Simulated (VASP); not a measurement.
Cs:

```
Cs
1.0
     0.00000    3.94834    3.94834
     3.94834    0.00000    3.94834
     3.94834    3.94834    0.00000
Cs
1
Direct
  0.00000 0.00000 0.00000
```

| Property | Result |
| --- | --- |
| Program | VASP 6.6.1 |
| Task | relaxation of cell and atoms |
| Functional | PBEsol |
| Potentials or basis | VASP PAW PBE potentials, release 64 (Cs_sv) |
| Cutoff | 600 eV |
| k mesh | 6 × 6 × 6 |
| Occupations | fermi-dirac, width 0.05 eV |
| Spin | no spin polarisation |

At the start: pressure -0.2 GPa; volume 123.10 Å³/atom.

Task: How do energy, volume and symmetry change on relaxing?

Result: Over 4 steps the energy falls by 8.0 meV/atom and the volume is 110.12 Å³/atom (-10.5 %); space group Fm-3m (No. 225, to 0.05 Å).

The path:
| step | energy change (eV) | largest force (eV/Å) | pressure (GPa) | volume (Å³) |
| --- | --- | --- | --- | --- |
| 1 | 0.0000 | 0.0000 | -0.19 | 123.10 |
| 2 | -0.0028 | 0.0000 | -0.16 | 120.46 |
| 3 | -0.0077 | 0.0000 | -0.04 | 112.76 |
| 4 | -0.0080 | 0.0000 | 0.01 | 110.12 |

Final structure:
```
CELL_PARAMETERS angstrom
0.00000 3.80434 3.80434
3.80434 0.00000 3.80434
3.80434 3.80434 0.00000
ATOMIC_POSITIONS crystal
Cs 0.00000 0.00000 0.00000
```

Caveat: the PAW data sets were made with another functional, which shifts forces and pressure a little.
